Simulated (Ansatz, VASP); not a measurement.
# CdHg3Se4 in VASP and in Ansatz

File INCAR:

```
PREC = Accurate
ENCUT = 600
EDIFF = 1E-7
ISMEAR = 0
SIGMA = 0.1
LREAL = False
LASPH = True
NELM = 80
ALGO = Normal
ISIF = 3
LWAVE = False
LCHARG = False
GGA = PE
IBRION = 2
NSW = 100
EDIFFG = -0.01
```

Contents of KPOINTS:

```
Automatic mesh
0
Gamma
  6 6 6
```

The input POSCAR:

```
CdHg3Se4
1.0
    6.2596341169      0.0000000000      0.0000000000
    0.0000000000      6.2596341169      0.0000000000
    0.0000000000      0.0000000000      6.2596341169
Cd Hg Se
1 3 4
Direct
    0.0000000000      0.0000000000      0.0000000000
    0.5000000000      0.0000000000      0.5000000000
    0.5000000000      0.5000000000      0.0000000000
    0.0000000000      0.5000000000      0.5000000000
    0.7515614770      0.2484385230      0.2484385230
    0.7515614770      0.7515614770      0.7515614770
    0.2484385230      0.2484385230      0.7515614770
    0.2484385230      0.7515614770      0.2484385230
```

Input for Ansatz:

```yaml
crystal:
  lattice:
    - [6.2596341169, 0.0, 0.0]
    - [0.0, 6.2596341169, 0.0]
    - [0.0, 0.0, 6.2596341169]
  atoms:
    - { symbol: Cd, position: [0.0, 0.0, 0.0] }
    - { symbol: Hg, position: [0.5, 0.0, 0.5] }
    - { symbol: Hg, position: [0.5, 0.5, 0.0] }
    - { symbol: Hg, position: [0.0, 0.5, 0.5] }
    - { symbol: Se, position: [0.751561477, 0.248438523, 0.248438523] }
    - { symbol: Se, position: [0.751561477, 0.751561477, 0.751561477] }
    - { symbol: Se, position: [0.248438523, 0.248438523, 0.751561477] }
    - { symbol: Se, position: [0.248438523, 0.751561477, 0.248438523] }
basis:
  ecutwfc: 420
kpoints:
  mp_grid: { grid: [6, 6, 6] }
hamiltonian:
  xc: pbe
scf:
  occupations: { method: gaussian, width: 0.1 }
output:
  forces: true
  stress: true
  eigenvalues: true
relax:
  adjacent_minimum: "off"
  f_tol: 0.01
  max_steps: 80
  cell: { stress_tol: 0.05 }
```

Alike in both runs: task relaxation of cell and atoms; functional PBE; k mesh 6 × 6 × 6; occupations gaussian, width 0.1 eV; no spin polarisation.

```csv
,VASP,Ansatz
version,VASP 6.6.1,Ansatz 0.2.0
potentials or method,"VASP PAW PBE potentials, release 64 (Cd, Hg, Se), cutoff 600 eV","scalar-relativistic, plane waves, PAW"
valence electrons in the cell,72,144
```

Ansatz gave:

| Quantity | Value |
| --- | --- |
| gap on the k mesh at the Fermi level, each at its own relaxed structure (eV) | none |
| relaxed volume (Å³/atom) | 30.44 |
| relaxed length of the cell vector where the two differ most in proportion (Å) | 6.244 |

Problem. Estimate VASP's values.

Solution. gap on the k mesh at the Fermi level, each at its own relaxed structure (eV): none; relaxed volume (Å³/atom): 30.57; relaxed length of the cell vector where the two differ most in proportion (Å): 6.254.

A gap of «none» marks a metal or a gap that the smearing closes. VASP's potentials hold 72 valence electrons a cell and Ansatz's 144, so a difference there can come from the potentials and not from the codes.

Neither program's run includes spin-orbit coupling.
